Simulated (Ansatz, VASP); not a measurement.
# AlRu in VASP and in Ansatz

File INCAR:

```
SYSTEM = AlRu
ALGO = Normal
EDIFF = 1E-6
ENCUT = 520
GGA = PS
ISIF = 2
ISMEAR = -1
LASPH = .True.
LCHARG = .False.
LREAL = .False.
LWAVE = .False.
NBANDS = 16
NELM = 60
PREC = Accurate
SIGMA = 0.05
```

KPOINTS

```
k-points
0
Gamma
  12 12 12
  0 0 0
```

The input POSCAR:

```
AlRu
1.0
    2.9916000000      0.0149580000      0.0149580000
    0.0149580000      2.9916000000      0.0149580000
    0.0149580000      0.0149580000      2.9916000000
Al Ru
1 1
Direct
    0.0000000000      0.0000000000      0.0000000000
    0.5000000000      0.5000000000      0.5000000000
```

Input for Ansatz:

```yaml
crystal:
  lattice:
    - [2.9916, 0.014958, 0.014958]
    - [0.014958, 2.9916, 0.014958]
    - [0.014958, 0.014958, 2.9916]
  atoms:
    - { symbol: Al, position: [0.0, 0.0, 0.0] }
    - { symbol: Ru, position: [0.5, 0.5, 0.5] }
kpoints:
  mp_grid: { grid: [12, 12, 12] }
  band_path:
    path:
      - [0.0, 0.0, 0.0]
      - [0.5, 0.5, 0.5]
      - [0.5098274679, 0.4901725321, 0.5]
      - [0.5, -0.4901725321, 0.4901725321]
      - [0.5, 0.0, 0.0]
      - [0.0, 0.0, 0.0]
      - [0.4950862661, -0.4950862661, 0.0]
      - [0.5049137339, 0.0, 0.4950862661]
      - [0.5, 0.0, 0.5]
    npoints: 5
scf:
  occupations: { method: fermi_dirac, width: 0.05 }
hamiltonian:
  xc: pbesol
  pseudopotentials: { kind: all_electron, lapw: { basis_error: 0.001 } }
output:
  forces: true
  stress: true
  eigenvalues: true
```

Change from the starting cell: equal xy, yz and zx shear strains of +1 %.

Alike in both runs: task single point; functional PBEsol; k mesh 12 × 12 × 12; occupations fermi-dirac, width 0.05 eV; no spin polarisation.

|  | VASP | Ansatz |
| --- | --- | --- |
| version | VASP 6.6.1 | Ansatz 0.2.0 |
| potentials or method | VASP PAW PBE potentials, release 64 (Al, Ru_pv), cutoff 520 eV | all-electron LAPW, scalar-relativistic |

|  | VASP | Ansatz | Ansatz less VASP |
| --- | --- | --- | --- |
| pressure (GPa) | -3.3 | -3.4 | -0.10 |
| traceless stress, the component that is largest in VASP (GPa) | -1.25 | -1.25 | +0.003 |

VASP's potentials were made for PBE, not for PBEsol. Ansatz ran all-electron here, and VASP with PAW potentials.
